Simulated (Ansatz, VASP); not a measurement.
## Two plane-wave programs on Be2SbP3

```
Be Sb P
1.0
     4.05868    0.00000    0.00000
    -2.02934    3.51492    0.00000
     0.00000    0.00000    7.40417
Be Sb P
2 1 3
Direct
  0.33333 0.66667 0.73393
  0.33333 0.66667 0.26670
  0.00000 0.00000 0.51436
  0.66667 0.33333 0.48229
  0.66667 0.33333 0.03429
  0.00000 0.00000 0.96844
```

Change from the starting cell: species swapped into the Ce2Ga3Cu type (P3m1, No. 156).

Alike in both runs: task relaxation of cell and atoms; functional PBE; k mesh 6 × 6 × 4; occupations gaussian, width 0.1 eV; no spin polarisation.

```csv
,VASP,Ansatz
version,VASP 6.6.1,Ansatz 0.2.0
potentials or method,"VASP PAW PBE potentials, release 64 (Be, Sb, P), cutoff 600 eV","scalar-relativistic, plane waves, PAW"
valence electrons in the cell,24,34
```

VASP gave:

| Item | Value |
| --- | --- |
| gap on the k mesh at the Fermi level, each at its own relaxed structure (eV) | none |
| relaxed volume (Å³/atom) | 15.33 |
| relaxed length of the cell vector where the two differ most in proportion (Å) | 3.514 |

Q: What did Ansatz give for the same quantities?

A: gap on the k mesh at the Fermi level, each at its own relaxed structure (eV): none; relaxed volume (Å³/atom): 19.36; relaxed length of the cell vector where the two differ most in proportion (Å): 4.028.

A gap of «none» marks a metal or a gap that the smearing closes. One of these differences is far larger than is usual between the two programs; its cause wasn't traced. VASP's potentials hold 24 valence electrons a cell and Ansatz's 34, so a difference there can come from the potentials and not from the codes.

Neither program's run includes spin-orbit coupling.
